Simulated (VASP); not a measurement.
# MgSnO4 (P6/mmm) in VASP: further runs

MgSnO4 is run at these levels: PBE; tasks: single point, relaxation of cell and atoms.

Program: VASP 6.6.1. These are calculated values, not measurements. Logs are shortened: lines on timing, memory, paths and dates and some standing lists are left out, and cuts for length are marked.

### 1 The cell of the first run

The structure is hexagonal, space group P6/mmm (No. 191). Conventional cell: a = 3.627 Å, b = 3.627 Å, c = 5.902 Å, α = 90.00°, β = 90.00°, γ = 120.00°. Within 3.3 Å of Mg (site symmetry 6/mmm) lie 12 O at 2.54 Å and 2 Sn at 2.95 Å. Within 3.4 Å of Sn (site symmetry 6/mmm) lie 12 O at 2.59 Å and 2 Mg at 2.95 Å. Within 2.9 Å of O (site symmetry 3m) lie 4 O at 2.09 to 2.87 Å and 3 Mg at 2.54 Å and 3 Sn at 2.59 Å.

The cell was generated, and may not be a known phase.

### 2 Single point, PBE

INCAR

```
  ALGO = Normal
  EDIFF = 1E-6
  ENCUT = 520
  GGA = PE
  ISIF = 2
  ISMEAR = 0
  LASPH = T
  LCHARG = F
  LREAL = F
  LWAVE = F
  NBANDS = 29
  NELM = 60
  PREC = Accurate
  SIGMA = 0.1
```

KPOINTS

```
k-points
0
Gamma
  12 12 6
```

POSCAR

```
MgSnO4
1.0
    3.6267859543      0.0000000000      0.0000000000
   -1.8133929772      3.1408887705      0.0000000000
    0.0000000000      0.0000000000      5.9015029598
Mg Sn O
1 1 4
Direct
    0.0000000000      0.0000000000      0.5000000000
    0.0000000000      0.0000000000      0.0000000000
    0.6666666667      0.3333333333      0.2569920703
    0.3333333333      0.6666666667      0.7430079297
    0.3333333333      0.6666666667      0.2569920703
    0.6666666667      0.3333333333      0.7430079297
```

Potentials or basis: VASP PAW PBE potentials, release 64 (Mg, Sn_d, O).

Run with:

```sh
> cat potpaw_PBE.64/Mg/POTCAR potpaw_PBE.64/Sn_d/POTCAR potpaw_PBE.64/O/POTCAR > POTCAR
> mpirun -np 1 vasp_std > vasp.out
```

OUTCAR:

```text
EDIFF = 1E-6
   ENCUT = 520
   GGA = PE
   ISIF = 2
   ISMEAR = 0
   LASPH = T
   LREAL = F
   NELM = 60
   PREC = Accurate

 ion  position               nearest neighbor table
   1  0.000  0.000  0.500-   3 2.54   4 2.54   5 2.54   6 2.54   3 2.54   6 2.54   4 2.54   5 2.54
                             3 2.54   6 2.54   4 2.54   5 2.54   2 2.95   2 2.95
   2  0.000  0.000  0.000-   3 2.59   4 2.59   5 2.59   6 2.59   3 2.59   6 2.59   4 2.59   5 2.59
                             3 2.59   6 2.59   4 2.59   5 2.59   1 2.95   1 2.95
   3  0.667  0.333  0.257-   1 2.54   1 2.54   1 2.54   2 2.59   2 2.59   2 2.59
   4  0.333  0.667  0.743-   1 2.54   1 2.54   1 2.54   2 2.59   2 2.59   2 2.59
   5  0.333  0.667  0.257-   1 2.54   1 2.54   1 2.54   2 2.59   2 2.59   2 2.59
   6  0.667  0.333  0.743-   1 2.54   1 2.54   1 2.54   2 2.59   2 2.59   2 2.59

  LATTYP: Found a hexagonal cell.
 ALAT       =     3.6267859543
 C/A-ratio  =     1.6271991328

  Lattice vectors:

 A1 = (   3.6267859543,   0.0000000000,   0.0000000000)
 A2 = (  -1.8133929772,   3.1408887705,   0.0000000000)
 A3 = (   0.0000000000,   0.0000000000,   5.9015029598)

Analysis of symmetry for initial positions (statically):
=====================================================================
 Subroutine PRICEL returns:
 Original cell was already a primitive cell.

 Routine SETGRP: Setting up the symmetry group for a
 hexagonal supercell.

 Subroutine GETGRP returns: Found 24 space group operations
 (whereof 24 operations were pure point group operations)
 out of a pool of 24 trial point group operations.

The static configuration has the point symmetry D_6h.

Analysis of symmetry for dynamics (positions and initial velocities):
=====================================================================
 Subroutine PRICEL returns:
 Original cell was already a primitive cell.

 Routine SETGRP: Setting up the symmetry group for a
 hexagonal supercell.

 Subroutine GETGRP returns: Found 24 space group operations
 (whereof 24 operations were pure point group operations)
 out of a pool of 24 trial point group operations.

The dynamic configuration has the point symmetry D_6h.

 Subroutine INISYM returns: Found 24 space group operations
 (whereof 24 operations are pure point group operations),
 and found     1 'primitive' translations

----------------------------------------------------------------------------------------

                                     Primitive cell
[... 103 lines left out ...]
   IBRION =     -1    ionic relax: 0-MD 1-quasi-New 2-CG
   NFREE  =      0    steps in history (QN), initial steepest desc. (CG)
   ISIF   =      2    stress and relaxation
   ISYM   =      2    0-nonsym 1-usesym 2-fastsym
   POTIM  = 0.5000    time-step for ionic-motion
   TEBEG  =    0.0;   TEEND  =   0.0 temperature during run
   PSTRESS=    0.0 pullay stress
   NELECT =      40.0000    total number of electrons
   NUPDOWN=      -1.0000    fix difference up-down
   EMIN   =  10.00;   EMAX   =-10.00  energy-range for DOS
   EFERMI =   0.00;   METHOD = LEGACY
   ISMEAR =     0;   SIGMA  =   0.10  broadening in eV -4-tet -1-fermi 0-gaus
   EFERMI_NEDOS =   21; number of points for ismear=-14 and -15
   IALGO  =     38    algorithm
   IMIX   =      4    mixing-type and parameters
     AMIX     =   0.40;   BMIX     =  1.00
     AMIX_MAG =   1.60;   BMIX_MAG =  1.00
  volume/ion in A,a.u.               =      11.20        75.61
  Fermi-wavevector in a.u.,A,eV,Ry     =   1.376942  2.602044 25.796245  1.895971
  Thomas-Fermi vector in A             =   2.502141
   LORBIT       =      0    0 simple, 1 ext, 2 COOP (PROOUT), +10 PAW based schemes
   GGA     = PE    functional components
   LHFCALC =     F    Hartree Fock is set to
   AEXX    =    0.0000 exact exchange contribution
   IVDW    =     0    specifies the selected vdW correction
   LEPSILON=     F    determine dielectric tensor
   LRPA    =     F    only Hartree local field effects (RPA)
 non-spin polarized calculation
 Gauss-broadening in eV      SIGMA  =   0.10
  energy-cutoff  :      520.00
  volume of cell :       67.23
 maximum number of plane-waves:      1830
 NGX is ok and might be reduce to    28
   NGX = 13   NGY = 13   NGZ = 21

 number of electron      40.0000013 magnetization

 Free energy of the ion-electron system (eV)
  ---------------------------------------------------
  ext. energy  EPLUGINS =         0.00000000
  ---------------------------------------------------
  free energy    TOTEN  =       -26.61898425 eV

  energy without entropy =      -26.60640055  energy(sigma->0) =      -26.61269240

 E-fermi :   5.7731     XC(G=0): -11.2026

 val. band max:        5.7677010368   @ k =   0.5000   0.0000   0.3333
 cond. band min:       5.7990380600   @ k =   0.2500   0.0833   0.3333
 fundamental gap:      0.0313370232
 Fermi energy:         5.7731325365

 k-point     1 :       0.0000    0.0000    0.0000
  band No.  band energies     occupation
      1     -15.5379      2.00000
      2     -15.4724      2.00000
      3     -15.4724      2.00000
      4     -15.4434      2.00000
      5     -15.4434      2.00000
      6     -14.1305      2.00000
[... 757 lines left out ...]
     28      16.3331      0.00000
     29      16.4901      0.00000

 [... further k-points ...]

------------------------ aborting loop because EDIFF is reached ----------------------------------------

  FORCE on cell =-STRESS in cart. coord.  units (eV):
  Direction    XX          YY          ZZ          XY          YZ          ZX
  --------------------------------------------------------------------------------------
  -------------------------------------------------------------------------------------
  Total       -0.1312011     -0.1312011     -0.1229118      0.0000000     -0.0000000      0.0000000
  in kB       -3.1268769     -3.1268769     -2.9293205      0.0000000     -0.0000000      0.0000000
  external PRESSURE =      -3.0610248 kB  Pullay stress =       0.0000000 kB

 VOLUME and BASIS-vectors are now :
 -----------------------------------------------------------------------------
  energy-cutoff  :      520.00
  volume of cell :       67.23
      direct lattice vectors                 reciprocal lattice vectors
     3.626785954  0.000000000  0.000000000     0.275726225  0.159190610  0.000000000
    -1.813392977  3.140888771  0.000000000     0.000000000  0.318381220  0.000000000
     0.000000000  0.000000000  5.901502960     0.000000000  0.000000000  0.169448360

 POSITION                                       TOTAL-FORCE (eV/Angst)
 -----------------------------------------------------------------------------------
      0.00000      0.00000      2.95075         0.000000      0.000000     -0.000000
      0.00000      0.00000      0.00000         0.000000      0.000000     -0.000000
      1.81339      1.04696      1.51664         0.000000     -0.000000      0.017853
     -0.00000      2.09393      4.38486        -0.000000      0.000000     -0.017853
     -0.00000      2.09393      1.51664        -0.000000      0.000000      0.017853
      1.81339      1.04696      4.38486        -0.000000     -0.000000     -0.017853
 -----------------------------------------------------------------------------------
    total drift:                                0.000000     -0.000000      0.000000

  FREE ENERGIE OF THE ION-ELECTRON SYSTEM (eV)
  ---------------------------------------------------
  free  energy   TOTEN  =       -26.6189842453 eV

  energy  without entropy=      -26.6064005521  energy(sigma->0) =      -26.61269240
```

OSZICAR:

```text
N       E                     dE             d eps       ncg     rms          rms(c)
DAV:   1     0.407958298848E+03    0.40796E+03   -0.19629E+04  4834   0.180E+03
DAV:   2     0.235502035575E+02   -0.38441E+03   -0.36262E+03  5153   0.524E+02
DAV:   3    -0.278829179315E+02   -0.51433E+02   -0.49724E+02  5094   0.149E+02
DAV:   4    -0.299913459016E+02   -0.21084E+01   -0.20974E+01  4829   0.328E+01
DAV:   5    -0.300379926696E+02   -0.46647E-01   -0.46629E-01  5280   0.512E+00    0.109E+01
DAV:   6    -0.270318429967E+02    0.30061E+01   -0.19606E+01  6600   0.520E+01    0.520E+00
DAV:   7    -0.266918340431E+02    0.34001E+00   -0.13153E+00  5272   0.924E+00    0.242E+00
DAV:   8    -0.266343449938E+02    0.57489E-01   -0.34268E-01  5788   0.496E+00    0.703E-01
DAV:   9    -0.266190241453E+02    0.15321E-01   -0.39497E-02  6301   0.178E+00    0.173E-01
DAV:  10    -0.266189727298E+02    0.51415E-04   -0.38516E-03  5206   0.502E-01    0.517E-02
DAV:  11    -0.266189880646E+02   -0.15335E-04   -0.24937E-04  4918   0.105E-01    0.253E-02
DAV:  12    -0.266189850619E+02    0.30027E-05   -0.18527E-05  5346   0.564E-02    0.107E-02
DAV:  13    -0.266189842453E+02    0.81668E-06   -0.62578E-06  5528   0.242E-02
   1 F= -.26618984E+02 E0= -.26612692E+02  d E =-.125837E-01
```

Wall time 69 s (1 thread of AMD EPYC 9R45 (Zen 5), shared host); peak memory 0.25 GiB.

What came out:

- Free energy: -26.6190 eV
- Pressure: -0.3 GPa
- Largest force: 0.018 eV/Å
- Band gap on the k mesh: zero (bands 20 and 21 overlap by 1.41 eV)

Forces in eV/Å, atoms in the order of the input:
```
Mg   0.000  0.000  0.000
Sn   0.000  0.000  0.000
O    0.000  0.000  0.018
O    0.000  0.000 -0.018
O    0.000  0.000  0.018
O    0.000  0.000 -0.018
```

Caveat: spin-orbit coupling is left out, which moves the levels of the heavy elements.

### 3 Relaxation of cell and atoms, PBE

This run uses another cell than the first one, of 11.38 Å³/atom.

INCAR

```
SYSTEM = MgSnO4
ALGO = Normal ; EDIFF = 1E-6
EDIFFG = -0.01 ; ENCUT = 600
GGA = PE ; IBRION = 2
ISIF = 3 ; ISMEAR = 0
LASPH = .TRUE. ; LCHARG = .FALSE.
LREAL = .FALSE. ; LWAVE = .FALSE.
NELM = 80 ; NSW = 100
PREC = Accurate ; SIGMA = 0.1
```

KPOINTS

```
k-points
0
G
  12 12 6
  0 0 0
```

POSCAR

```
MgSnO4
1.0
    3.6234057470      0.0000000000      0.0000000000
   -1.8117028735      3.1379614251      0.0000000000
    0.0000000000      0.0000000000      6.0035434514
Mg Sn O
1 1 4
Direct
    0.0000000000      0.0000000000      0.5000000000
    0.0000000000      0.0000000000      0.0000000000
    0.6666666667      0.3333333333      0.2635644113
    0.3333333333      0.6666666667      0.7364355887
    0.3333333333      0.6666666667      0.2635644113
    0.6666666667      0.3333333333      0.7364355887
```

Potentials or basis: VASP PAW PBE potentials, release 64 (Mg, Sn_d, O).

Run with:

```sh
> cat potpaw_PBE.64/Mg/POTCAR potpaw_PBE.64/Sn_d/POTCAR potpaw_PBE.64/O/POTCAR > POTCAR
> mpirun -np 1 vasp_std > vasp.out
```

Wall time 5 min (1 thread of AMD EPYC 9R45 (Zen 5), shared host); peak memory 0.29 GiB.

It converged, with:

* Free energy: -26.6265 eV
* Relaxed volume: 11.16 Å³/atom
* Relaxed cell: a = 3.622 Å, b = 3.622 Å, c = 5.891 Å, α = 90.00°, β = 90.00°, γ = 120.00°
* Space group after relaxing (to 0.1 Å): P6/mmm (No. 191)
* Energy gained by relaxing: 3.5 meV/atom
* Ionic steps: 7
* Pressure after relaxing: 0.1 GPa
* Band gap on the k mesh: zero (bands 20 and 21 overlap by 1.43 eV)

Step by step:
```tsv
step	energy change (eV)	largest force (eV/Å)	pressure (GPa)	volume (Å³)
1	0.0000	0.1263	-1.25	68.26
2	-0.0109	0.1294	-0.17	67.39
3	-0.0139	0.1257	0.88	66.59
4	-0.0185	0.0843	0.20	66.80
5	-0.0189	0.0685	-0.04	66.87
6	-0.0213	0.0068	0.06	66.93
7	-0.0213	0.0003	0.06	66.94
```

Final structure:
```yaml
crystal:
  lattice:
    - [3.62222, 0.00000, 0.00000]
    - [-1.81111, 3.13693, 0.00000]
    - [0.00000, 0.00000, 5.89080]
  atoms:
    - { symbol: Mg, position: [0.00000, 0.00000, 0.50000] }
    - { symbol: Sn, position: [0.00000, 0.00000, 0.00000] }
    - { symbol: O, position: [0.66667, 0.33333, 0.25747] }
    - { symbol: O, position: [0.33333, 0.66667, 0.74253] }
    - { symbol: O, position: [0.33333, 0.66667, 0.25747] }
    - { symbol: O, position: [0.66667, 0.33333, 0.74253] }
```

Levels at points of the mesh, in eV from the Fermi level:
| k point | band 18 | band 19 | band 20 | band 21 | band 22 | band 23 |
| --- | --- | --- | --- | --- | --- | --- |
| (0.00, 0.00, 0.00) | -1.59 | -1.59 | -0.79 | -0.79 | -0.38 | 2.80 |
| (0.50, 0.00, 0.00) | -0.95 | -0.54 | -0.22 | 0.52 | 0.63 | 4.13 |
| (0.00, 0.00, 0.50) | -1.11 | -1.03 | -0.99 | -0.99 | -0.60 | 1.63 |
| (0.50, 0.00, 0.50) | -0.72 | -0.66 | 0.06 | 0.53 | 0.61 | 4.17 |

Caveat: spin-orbit coupling is left out, which moves the levels of the heavy elements.

The gap in the log of VASP goes by the Fermi energy; the results here count the filled bands.